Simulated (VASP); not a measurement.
Runs of VASP 6.6.1 on KTaO3. The structure is that of space group Pm-3m (No. 221), or close to it. The cells are those of the table. 

```csv
cell,gap on the mesh (eV),pressure (GPa)
"a = 3.909 Å, 5 atoms",2.75,16.1
"a = 4.068 Å, 5 atoms",2.44,(a)
"a = 3.950 Å, 5 atoms",2.67,7.9
"a = 4.030 Å, 5 atoms",(b),-5.0
"a = 4.119 Å, 5 atoms",2.34,-15.6
```

Alike in all rows: task single point; level r2SCAN; potentials or basis VASP PAW PBE potentials, release 64 (K_sv, Ta_pv, O); no spin polarisation; k mesh 6 × 6 × 6; cutoff (eV) 520; smearing gaussian 0.02 eV.

Q: Fill in the values left out.

A: (a) -10.0; (b) 2.52.

Caveats: the PAW data sets were made with another functional, which shifts forces and pressure a little; spin-orbit coupling is left out, which moves the levels of the heavy elements; the cell stands under tension (at least some runs); the cell stands under pressure (at least some runs).

A k mesh can miss the band edges, and the runs leave out spin-orbit coupling on Ta.
